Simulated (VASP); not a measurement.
Write the native input for VASP 6.6.1 that does the following.

| Property | Result |
| --- | --- |
| Task | single point |
| Functional | PBEsol |
| Potentials or basis | VASP PAW PBE potentials, release 64 (Al) |
| Cutoff | 500 eV |
| k mesh | 6 × 6 × 6 |
| Occupations | fermi-dirac, width 0.1 eV |
| Spin | no spin polarisation |
| Dipole correction | no |
| Further INCAR settings | ALGO = Normal; EDIFF = 1e-06; NBANDS = 8 |

The structure of Al lies in POSCAR:

```
Al
1.0
    3.9816800000      0.0000000000      0.0000000000
    0.0000000000      3.9816800000      0.0000000000
    0.0000000000      0.0000000000      3.9816800000
Al
1
Direct
    0.0000000000      0.0000000000      0.0000000000
```

This isn't the form of Al at room conditions, which is fcc.

These files were run (other wordings do the same):

INCAR

```
SYSTEM = Al
PREC = Accurate ; ENCUT = 500
EDIFF = 1E-6 ; ISMEAR = -1
SIGMA = 0.1 ; LREAL = .FALSE.
LASPH = .TRUE. ; NELM = 120
ALGO = Normal ; ISIF = 2
LWAVE = .FALSE. ; LCHARG = .TRUE.
GGA = PS ; LELF = .TRUE.
LVHAR = .TRUE. ; NBANDS = 8
GGA_COMPAT = .FALSE.
```

KPOINTS

```
regular mesh
0
G
  6 6 6
  0 0 0
```

Potentials or basis: VASP PAW PBE potentials, release 64 (Al).

Run with:

```bash
$ cat potpaw_PBE.64/Al/POTCAR > POTCAR
$ mpirun -np 1 vasp_std > vasp.out
```

Results of the run:

```json
{"Pressure": "-4.4 GPa", "Band gap on the k mesh": "zero (an odd number of electrons rules out a gap without spin polarisation)"}
```

Caveat: the cell stands under tension; the PAW data sets were made with another functional, which shifts forces and pressure a little.

Run time: 15 s on 1 thread of Intel Xeon 8259CL, on a shared host, peak memory 0.16 GiB.
